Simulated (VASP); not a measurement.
Set up this calculation in VASP 6.6.1, as the native input.

| Item | Value |
| --- | --- |
| Task | single point |
| Functional | PBE |
| Dispersion | D3(BJ) |
| Potentials or basis | VASP PAW PBE potentials, release 64 (W_sv, Se) |
| Cutoff | 520 eV |
| k mesh | 2 × 2 × 2 |
| Occupations | gaussian, width 0.01 eV |
| Spin | no spin polarisation |
| Dipole correction | no |
| Further INCAR settings | LREAL = Auto; ALGO = Normal; EDIFF = 1e-07; NBANDS = 209 |

The structure of WSe2 lies in POSCAR:

```
WSe2
1.0
   -1.6395078583     -8.5191327297      0.0000000000
   -6.5580314330      5.6794218198      0.0000000000
    0.0000000000      0.0000000000    -12.7885054129
W Se
14 28
Direct
    0.6666666667      0.3333333333      0.7500000000
    0.5238095238      0.6190476190      0.7500000000
    0.3809523810      0.9047619048      0.7500000000
    0.2380952381      0.1904761905      0.7500000000
    0.0952380952      0.4761904762      0.7500000000
    0.9523809524      0.7619047619      0.7500000000
    0.8095238095      0.0476190476      0.7500000000
    0.6190476190      0.0952380952      0.2500000000
    0.4761904762      0.3809523810      0.2500000000
    0.3333333333      0.6666666667      0.2500000000
    0.1904761905      0.9523809524      0.2500000000
    0.0476190476      0.2380952381      0.2500000000
    0.9047619048      0.5238095238      0.2500000000
    0.7619047619      0.8095238095      0.2500000000
    0.6666666667      0.3333333333      0.3817115429
    0.5238095238      0.6190476190      0.3817115429
    0.3809523810      0.9047619048      0.3817115429
    0.2380952381      0.1904761905      0.3817115429
    0.0952380952      0.4761904762      0.3817115429
    0.9523809524      0.7619047619      0.3817115429
    0.8095238095      0.0476190476      0.3817115429
    0.6190476190      0.0952380952      0.8817115429
    0.4761904762      0.3809523810      0.8817115429
    0.3333333333      0.6666666667      0.8817115429
    0.1904761905      0.9523809524      0.8817115429
    0.0476190476      0.2380952381      0.8817115429
    0.9047619048      0.5238095238      0.8817115429
    0.7619047619      0.8095238095      0.8817115429
    0.6666666667      0.3333333333      0.1182884571
    0.5238095238      0.6190476190      0.1182884571
    0.3809523810      0.9047619048      0.1182884571
    0.2380952381      0.1904761905      0.1182884571
    0.0952380952      0.4761904762      0.1182884571
    0.9523809524      0.7619047619      0.1182884571
    0.8095238095      0.0476190476      0.1182884571
    0.6190476190      0.0952380952      0.6182884571
    0.4761904762      0.3809523810      0.6182884571
    0.3333333333      0.6666666667      0.6182884571
    0.1904761905      0.9523809524      0.6182884571
    0.0476190476      0.2380952381      0.6182884571
    0.9047619048      0.5238095238      0.6182884571
    0.7619047619      0.8095238095      0.6182884571
```

One way to write it, as run:

INCAR

```
SYSTEM = WSe2
PREC     = Accurate       ! precision mode
ENCUT    = 520            ! plane-wave cutoff, eV
EDIFF    = 1E-7           ! SCF threshold, eV
ISMEAR   = 0              ! smearing method
SIGMA    = 0.01           ! smearing width, eV
LREAL    = Auto         
LASPH    = .True.         ! aspherical terms in the spheres
NELM     = 80             ! most SCF steps
ALGO     = Normal         ! electronic algorithm
ISIF     = 2              ! what is computed and relaxed
LWAVE    = .False.        ! write WAVECAR
LCHARG   = .False.        ! write CHGCAR
GGA      = PE             ! functional
IVDW     = 12             ! dispersion correction
NBANDS   = 209            ! bands
KPAR     = 2            
NCORE    = 2
```

KPOINTS

```
Automatic mesh
0
Gamma
  2 2 2
  0 0 0
```

Potentials or basis: VASP PAW PBE potentials, release 64 (W_sv, Se).

Run with:

```sh
$ cat potpaw_PBE.64/W_sv/POTCAR potpaw_PBE.64/Se/POTCAR > POTCAR
$ mpirun -np 4 vasp_std > vasp.out
```

It gave:

```json
{"Pressure": "0.4 GPa", "Largest force": "0.050 eV/Å", "Band gap on the k mesh": "1.16 eV", "Dispersion energy per atom": "-0.475 eV"}
```

Caveat: spin-orbit coupling is left out, which moves the levels of the heavy elements.

It took 21 min on 4 MPI ranks on Oxide Virtual Turin-like Processor, with other jobs on the host, peak memory 0.63 GiB a rank.
